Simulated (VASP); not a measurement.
# Y (Fm-3m) in VASP: further runs

Y is run at these levels: PBEsol; tasks: single point.

All numbers are computed with VASP 6.6.1; they aren't measurements. Logs are shortened: lines on timing, memory, paths and dates and some standing lists are left out, and cuts for length are marked.

## (1) The cell of the first run

The structure is cubic, space group Fm-3m (No. 225). Conventional cell: a = 4.982 Å, b = 4.982 Å, c = 4.982 Å, α = 90.00°, β = 90.00°, γ = 90.00°. Y (site symmetry m-3m) has 12 Y at 3.52 Å within 4.6 Å.

## (2) Single point, PBEsol

File INCAR:

```
SYSTEM = Y
  PREC = Accurate
  ENCUT = 520
  EDIFF = 1E-7
  ISMEAR = -1
  SIGMA = 0.1
  LREAL = .FALSE.
  LASPH = .TRUE.
  NELM = 100
  ALGO = Normal
  ISIF = 2
  LWAVE = .FALSE.
  LCHARG = .TRUE.
  GGA = PS
  LELF = .TRUE.
  LVHAR = .TRUE.
  NBANDS = 12
```

File KPOINTS:

```
regular mesh
0
G
  11 11 11
  0 0 0
```

File POSCAR:

```
Y
1.0
    0.0000000000      2.4909599377      2.4909599377
    2.4909599377      0.0000000000      2.4909599377
    2.4909599377      2.4909599377      0.0000000000
Y
1
Direct
    0.0000000000      0.0000000000      0.0000000000
```

Potentials or basis: VASP PAW PBE potentials, release 64 (Y_sv).

Started as:

```sh
$ cat potpaw_PBE.64/Y_sv/POTCAR > POTCAR
$ mpirun -np 1 vasp_std > vasp.out
```

OUTCAR:

```text
SYSTEM = Y
   PREC = Accurate
   ENCUT = 520
   EDIFF = 1E-7
   ISMEAR = -1
   LREAL = .FALSE.
   LASPH = .TRUE.
   NELM = 100
   ISIF = 2
   GGA = PS

 ion  position               nearest neighbor table
   1  0.000  0.000  0.000-

  LATTYP: Found a face centered cubic cell.
 ALAT       =     4.9819198754

  Lattice vectors:

 A1 = (   0.0000000000,   2.4909599377,   2.4909599377)
 A2 = (   2.4909599377,   0.0000000000,   2.4909599377)
 A3 = (   2.4909599377,   2.4909599377,   0.0000000000)

Analysis of symmetry for initial positions (statically):
=====================================================================
 Subroutine PRICEL returns:
 Original cell was already a primitive cell.

 Routine SETGRP: Setting up the symmetry group for a
 face centered cubic supercell.

 Subroutine GETGRP returns: Found 48 space group operations
 (whereof 48 operations were pure point group operations)
 out of a pool of 48 trial point group operations.

The static configuration has the point symmetry O_h .

Analysis of symmetry for dynamics (positions and initial velocities):
=====================================================================
 Subroutine PRICEL returns:
 Original cell was already a primitive cell.

 Routine SETGRP: Setting up the symmetry group for a
 face centered cubic supercell.

 Subroutine GETGRP returns: Found 48 space group operations
 (whereof 48 operations were pure point group operations)
 out of a pool of 48 trial point group operations.

The dynamic configuration has the point symmetry O_h .

 Subroutine INISYM returns: Found 48 space group operations
 (whereof 48 operations are pure point group operations),
 and found     1 'primitive' translations

----------------------------------------------------------------------------------------

                                     Primitive cell

  volume of cell :      30.9122

  direct lattice vectors                    reciprocal lattice vectors
     0.000000000  2.490959938  2.490959938    -0.200725830  0.200725830  0.200725830
     2.490959938  0.000000000  2.490959938     0.200725830 -0.200725830  0.200725830
     2.490959938  2.490959938  0.000000000     0.200725830  0.200725830 -0.200725830

  length of vectors
     3.522749327  3.522749327  3.522749327     0.347667335  0.347667335  0.347667335

  position of ions in fractional coordinates (direct lattice)
     0.000000000  0.000000000  0.000000000

  ion indices of the primitive-cell ions
   primitive index   ion index
                 1           1

----------------------------------------------------------------------------------------

 KPOINTS: regular mesh

Automatic generation of k-mesh.
 Grid dimensions read from file:
 generate k-points for:   11   11   11

 Generating k-lattice:

  Cartesian coordinates                     Fractional coordinates (reciprocal lattice)
    -0.018247803  0.018247803  0.018247803     0.090909091  0.000000000  0.000000000
     0.018247803 -0.018247803  0.018247803     0.000000000  0.090909091  0.000000000
     0.018247803  0.018247803 -0.018247803     0.000000000  0.000000000  0.090909091

  Length of vectors
     0.031606121  0.031606121  0.031606121

  Shift w.r.t. Gamma in fractional coordinates (k-lattice)
     0.000000000  0.000000000  0.000000000

 Subroutine IBZKPT returns following result:
 ===========================================

 Found     56 irreducible k-points:

 Following reciprocal coordinates:
            Coordinates               Weight
  0.000000  0.000000  0.000000      1.000000
  0.090909  0.000000  0.000000      8.000000
  0.181818  0.000000  0.000000      8.000000
  0.272727  0.000000  0.000000      8.000000
  0.363636  0.000000  0.000000      8.000000
  0.454545  0.000000  0.000000      8.000000
[... 16 lines left out ...]
 -0.272727  0.181818  0.000000     24.000000
 -0.181818  0.181818  0.000000     12.000000
 [... further k-points ...]
   k-points           NKPTS =     56   k-points in BZ     NKDIM =     56   number of bands    NBANDS=     12
   number of dos      NEDOS =    301   number of ions     NIONS =      1
   total plane-waves  NPLWV =  21952
   dimension x,y,z NGX =    28 NGY =   28 NGZ =   28
   dimension x,y,z NGXF=    56 NGYF=   56 NGZF=   56
   ions per type =               1
   NGX,Y,Z   is equivalent  to a cutoff of  13.21, 13.21, 13.21 a.u.
   NGXF,Y,Z  is equivalent  to a cutoff of  26.43, 26.43, 26.43 a.u.
 SYSTEM =  Y
   PREC   = accura    normal or accurate (medium, high low for compatibility)
   ISTART =      0    job   : 0-new  1-cont  2-samecut
   ICHARG =      2    charge: 1-file 2-atom 10-const
   ISPIN  =      1    spin polarized calculation?
   LNONCOLLINEAR =      F non collinear calculations
   LSORBIT =      F    spin-orbit coupling
   LASPH  =      T    aspherical Exc in radial PAW
   ENCUT  =  520.0 eV  38.22 Ry    6.18 a.u.   6.55  6.55  6.55*2*pi/ulx,y,z
   NELM   =    100;   NELMIN=  2; NELMDL= -5     # of ELM steps
   EDIFF  = 0.1E-06   stopping-criterion for ELM
   LREAL  =      F    real-space projection
   EDIFFG = 0.1E-05   stopping-criterion for IOM
   NSW    =      0    number of steps for IOM
   IBRION =     -1    ionic relax: 0-MD 1-quasi-New 2-CG
   NFREE  =      0    steps in history (QN), initial steepest desc. (CG)
   ISIF   =      2    stress and relaxation
   ISYM   =      2    0-nonsym 1-usesym 2-fastsym
   POTIM  = 0.5000    time-step for ionic-motion
   TEBEG  =    0.0;   TEEND  =   0.0 temperature during run
   PSTRESS=    0.0 pullay stress
   NELECT =      11.0000    total number of electrons
   NUPDOWN=      -1.0000    fix difference up-down
   EMIN   =  10.00;   EMAX   =-10.00  energy-range for DOS
   EFERMI =   0.00;   METHOD = LEGACY
   ISMEAR =    -1;   SIGMA  =   0.10  broadening in eV -4-tet -1-fermi 0-gaus
   EFERMI_NEDOS =   21; number of points for ismear=-14 and -15
   IALGO  =     38    algorithm
   IMIX   =      4    mixing-type and parameters
     AMIX     =   0.40;   BMIX     =  1.00
     AMIX_MAG =   1.60;   BMIX_MAG =  1.00
  volume/ion in A,a.u.               =      30.91       208.61
  Fermi-wavevector in a.u.,A,eV,Ry     =   1.160101  2.192272 18.311175  1.345833
  Thomas-Fermi vector in A             =   2.296687
   LORBIT       =      0    0 simple, 1 ext, 2 COOP (PROOUT), +10 PAW based schemes
   GGA     = PS    functional components
   LHFCALC =     F    Hartree Fock is set to
   AEXX    =    0.0000 exact exchange contribution
   IVDW    =     0    specifies the selected vdW correction
   LEPSILON=     F    determine dielectric tensor
   LRPA    =     F    only Hartree local field effects (RPA)
 non-spin polarized calculation
  energy-cutoff  :      520.00
  volume of cell :       30.91
 maximum number of plane-waves:       869
 NGX is ok and might be reduce to    28
   NGX = 13   NGY = 13   NGZ = 13

 number of electron      10.9999999 magnetization

 Free energy of the ion-electron system (eV)
  ---------------------------------------------------
  ext. energy  EPLUGINS =         0.00000000
  ---------------------------------------------------
  free energy    TOTEN  =        -6.82645649 eV

  energy without entropy =       -6.77752301  energy(sigma->0) =       -6.80198975

 E-fermi :   3.2321     XC(G=0):  -9.7708

 val. band max:        3.2296693436   @ k =  -0.2727   0.4545   0.1818
 cond. band min:       3.2369784425   @ k =   0.4545   0.1818   0.0000
 fundamental gap:      0.0073090989
 Fermi energy:         3.2321179043

 k-point     1 :       0.0000    0.0000    0.0000
  band No.  band energies     occupation
      1     -39.2314      2.00000
      2     -18.9055      2.00000
      3     -18.9055      2.00000
      4     -18.9055      2.00000
      5      -1.6157      2.00000
      6       5.0640      0.00000
      7       5.0640      0.00000
      8       5.0640      0.00000
      9       7.2062      0.00000
     10       7.2062      0.00000
     11      12.3650      0.00000
     12      15.7676      0.00000

 k-point     2 :       0.0909    0.0000    0.0000
  band No.  band energies     occupation
      1     -39.2249      2.00000
      2     -18.9628      2.00000
      3     -18.9126      2.00000
      4     -18.9126      2.00000
      5      -1.3977      2.00000
      6       4.8248      0.00000
      7       5.1642      0.00000
      8       5.1642      0.00000
      9       7.0934      0.00000
     10       7.0934      0.00000
     11      12.8562      0.00000
     12      14.8961      0.00000

 k-point     3 :       0.1818    0.0000    0.0000
  band No.  band energies     occupation
      1     -39.2075      2.00000
      2     -19.1134      2.00000
      3     -18.9316      2.00000
      4     -18.9316      2.00000
      5      -0.7937      2.00000
      6       4.3147      0.00004
      7       5.3398      0.00000
      8       5.3398      0.00000
      9       6.9775      0.00000
     10       6.9775      0.00000
     11      13.2861      0.00000
     12      14.4056      0.00000

 k-point     4 :       0.2727    0.0000    0.0000
  band No.  band energies     occupation
      1     -39.1845      2.00000
      2     -19.3044      2.00000
      3     -18.9563      2.00000
      4     -18.9563      2.00000
      5       0.0334      2.00000
      6       3.8790      0.00310
      7       5.2853      0.00000
      8       5.2853      0.00000
      9       7.3106      0.00000
     10       7.3106      0.00000
     11      12.3406      0.00000
     12      15.0642      0.00000

 k-point     5 :       0.3636    0.0000    0.0000
  band No.  band energies     occupation
      1     -39.1633      2.00000
      2     -19.4741      2.00000
      3     -18.9788      2.00000
      4     -18.9788      2.00000
      5       0.7755      2.00000
      6       3.7747      0.00877
      7       5.0607      0.00000
      8       5.0607      0.00000
      9       8.0380      0.00000
     10       8.0380      0.00000
     11      11.6713      0.00000
     12      13.7387      0.00000
[... 228 lines left out ...]
      1     -39.1389      2.00000
      2     -19.5178      2.00000
      3     -19.1291      2.00000
      4     -19.0328      2.00000
      5       1.8788      2.00000
      6       3.2639      0.84238
      7       4.3424      0.00003
      8       5.5496      0.00000
      9       8.6432      0.00000
     10       9.2701      0.00000
     11      10.9150      0.00000
     12      13.8732      0.00000

 k-point    22 :      -0.3636    0.1818    0.0000
  band No.  band energies     occupation
      1     -39.1431      2.00000
      2     -19.4862      2.00000
      3     -19.1434      2.00000
      4     -19.0095      2.00000
      5       1.7862      2.00000
      6       3.4270      0.24937
      7       4.1912      0.00014
      8       5.5318      0.00000
      9       7.8264      0.00000
     10       9.5174      0.00000
     11      11.5193      0.00000
     12      14.0870      0.00000

 k-point    23 :      -0.2727    0.1818    0.0000
  band No.  band energies     occupation
      1     -39.1572      2.00000
      2     -19.3970      2.00000
      3     -19.1225      2.00000
      4     -18.9786      2.00000
      5       1.2232      2.00000
      6       3.5657      0.06870
      7       4.2849      0.00005
      8       5.6923      0.00000
      9       6.8756      0.00000
     10       9.1675      0.00000
     11      12.6523      0.00000
     12      14.5856      0.00000

 k-point    24 :      -0.1818    0.1818    0.0000
  band No.  band energies     occupation
      1     -39.1768      2.00000
      2     -19.2863      2.00000
      3     -19.0628      2.00000
      4     -18.9496      2.00000
      5       0.3848      2.00000
      6       3.7329      0.01329
      7       4.7940      0.00000
      8       6.0121      0.00000
      9       6.0898      0.00000
     10       8.3189      0.00000
     11      13.4918      0.00000
     12      15.7428      0.00000

 [... further k-points ...]

------------------------ aborting loop because EDIFF is reached ----------------------------------------

  FORCE on cell =-STRESS in cart. coord.  units (eV):
  Direction    XX          YY          ZZ          XY          YZ          ZX
  --------------------------------------------------------------------------------------
  -------------------------------------------------------------------------------------
  Total       -0.0205470     -0.0205470     -0.0205470     -0.0000000      0.0000000      0.0000000
  in kB       -1.0649507     -1.0649507     -1.0649507     -0.0000000      0.0000000      0.0000000
  external PRESSURE =      -1.0649507 kB  Pullay stress =       0.0000000 kB

 VOLUME and BASIS-vectors are now :
 -----------------------------------------------------------------------------
  energy-cutoff  :      520.00
  volume of cell :       30.91
      direct lattice vectors                 reciprocal lattice vectors
     0.000000000  2.490959938  2.490959938    -0.200725830  0.200725830  0.200725830
     2.490959938  0.000000000  2.490959938     0.200725830 -0.200725830  0.200725830
     2.490959938  2.490959938  0.000000000     0.200725830  0.200725830 -0.200725830

 POSITION                                       TOTAL-FORCE (eV/Angst)
 -----------------------------------------------------------------------------------
      0.00000      0.00000      0.00000        -0.000000      0.000000     -0.000000
 -----------------------------------------------------------------------------------
    total drift:                               -0.000000     -0.000000     -0.000000

  FREE ENERGIE OF THE ION-ELECTRON SYSTEM (eV)
  ---------------------------------------------------
  free  energy   TOTEN  =        -6.8264564948 eV

  energy  without entropy=       -6.7775230118  energy(sigma->0) =       -6.80198975
```

Run time: 11 s. Hardware: 1 thread of Intel Xeon 6975P-C (Granite Rapids), shared host; peak memory 0.18 GiB.

Results:

- Free energy: -6.8265 eV
- Pressure: -0.1 GPa

Caveat: the PAW data sets were made with another functional, which shifts forces and pressure a little.

## (3) Single point, PBEsol (volume scaled by 0.88)

File INCAR:

```
SYSTEM = Y
PREC = Accurate
ENCUT = 520
EDIFF = 1E-7
ISMEAR = -1
SIGMA = 0.1
LREAL = .False.
LASPH = .True.
NELM = 80
ALGO = Normal
ISIF = 2
LWAVE = .False.
LCHARG = .False.
GGA = PS
NBANDS = 12
```

File KPOINTS:

```
regular mesh
0
Gamma
  12 12 12
  0 0 0
```

File POSCAR:

```
Y
1.0
    0.0000000000      2.3870469817      2.3870469817
    2.3870469817      0.0000000000      2.3870469817
    2.3870469817      2.3870469817      0.0000000000
Y
1
Direct
    0.0000000000      0.0000000000      0.0000000000
```

Potentials or basis: VASP PAW PBE potentials, release 64 (Y_sv).

Started as:

```sh
$ cat potpaw_PBE.64/Y_sv/POTCAR > POTCAR
$ mpirun -np 1 vasp_std > vasp.out
```

It took 12 s on 1 thread of Intel Xeon 6975P-C (Granite Rapids), shared host; peak memory 0.18 GiB.

It converged, with:

| Quantity | Value |
| --- | --- |
| Free energy | -6.7605 eV |
| Pressure | 6.3 GPa |

Levels at points of the mesh, in eV from the Fermi level:
```
           k point  band 2  band 3  band 4  band 5  band 6  band 7  band 8  band 9
(0.00, 0.00, 0.00)  -21.71  -21.71  -21.71   -4.98    1.97    1.97    1.97    4.47
(0.50, 0.00, 0.00)  -22.73  -21.83  -21.83   -2.21    1.29    1.75    1.75    6.32
(0.50, 0.50, 0.00)  -22.66  -22.06  -22.06   -2.19   -1.24    3.04    6.34    6.86
```

Caveat: the PAW data sets were made with another functional, which shifts forces and pressure a little.

## (4) Single point, PBEsol (volume scaled by 0.92)

INCAR, as its differences from that of step 3:

```diff
@@ -8,3 +8,3 @@
 LASPH = .True.
-NELM = 80
+NELM = 100
 ALGO = Normal
```

KPOINTS is that of step 3.

File POSCAR:

```
Y
1.0
    0.0000000000      2.4226798019      2.4226798019
    2.4226798019      0.0000000000      2.4226798019
    2.4226798019      2.4226798019      0.0000000000
Y
1
Direct
    0.0000000000      0.0000000000      0.0000000000
```

Started as:

```sh
$ cat potpaw_PBE.64/Y_sv/POTCAR > POTCAR
$ mpirun -np 1 vasp_std > vasp.out
```

Run time: 13 s. Hardware: 1 thread of Intel Xeon 6975P-C (Granite Rapids), shared host; peak memory 0.19 GiB.

It converged, with:

| Item | Value |
| --- | --- |
| Free energy | -6.7991 eV |
| Pressure | 3.8 GPa |

Levels at points of the mesh, in eV from the Fermi level:
```csv
k point,band 2,band 3,band 4,band 5,band 6,band 7,band 8,band 9
"(0.00, 0.00, 0.00)",-21.86,-21.86,-21.86,-4.94,1.92,1.92,1.92,4.29
"(0.50, 0.00, 0.00)",-22.75,-21.97,-21.97,-2.16,1.10,1.72,1.72,6.04
"(0.50, 0.50, 0.00)",-22.69,-22.17,-22.17,-2.08,-1.14,2.76,6.05,6.55
```

Caveat: the PAW data sets were made with another functional, which shifts forces and pressure a little.

## (5) Summary

| cell | k mesh | gap on the mesh (eV) | pressure (GPa) |
| --- | --- | --- | --- |
| a = 3.523 Å, angles 60.0°, 1 atom | 11 × 11 × 11 | none | -0.1 |
| a = 3.376 Å, angles 60.0°, 1 atom | 12 × 12 × 12 | none | 6.3 |
| a = 3.426 Å, angles 60.0°, 1 atom | 12 × 12 × 12 | none | 3.8 |

Alike in all rows: task single point; level PBEsol; potentials or basis VASP PAW PBE potentials, release 64 (Y_sv); no spin polarisation; cutoff (eV) 520; smearing fermi-dirac 0.1 eV.

Caveats: the PAW data sets were made with another functional, which shifts forces and pressure a little.

Absolute energies hang on the potentials; compare differences alone.
